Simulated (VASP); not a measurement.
A run of VASP 6.6.1 is set up as follows.

INCAR

```
SYSTEM = Bi
PREC = Accurate
ENCUT = 600
EDIFF = 1E-6
ISMEAR = -1
SIGMA = 0.05
LREAL = .FALSE.
LASPH = .TRUE.
NELM = 150
ALGO = Normal
ISIF = 3
LWAVE = .FALSE.
LCHARG = .FALSE.
LNONCOLLINEAR = .TRUE.
MAGMOM = 0 0 0
LORBIT = 11
LSORBIT = .TRUE.
GGA_COMPAT = .FALSE.
LORBMOM = .TRUE.
GGA = PE
IBRION = 2
NSW = 45
EDIFFG = -0.005
```

The input KPOINTS:

```
regular mesh
0
G
  15 15 15
  0 0 0
```

Contents of POSCAR:

```
Bi
1.0
   -2.0135965906      2.0135965906      2.0135965906
    2.0135965906     -2.0135965906      2.0135965906
    2.0135965906      2.0135965906     -2.0135965906
Bi
1
Direct
    0.0000000000      0.0000000000      0.0000000000
```

Potentials or basis: VASP PAW PBE potentials, release 64 (Bi_d).

Launch:

```bash
$ cat potpaw_PBE.64/Bi_d/POTCAR > POTCAR
$ mpirun -np 1 vasp_ncl > vasp.out
```

(1) What does it give for the relaxed volume?

(2) Estimate the space group after relaxing (to 0.1 Å).

(3) What does it give for the relaxed cell?

Answers

(1) 32.49 Å³/atom.

(2) Im-3m (No. 229).

(3) a = 3.482 Å, b = 3.482 Å, c = 3.482 Å, α = 109.47°, β = 109.47°, γ = 109.47°.
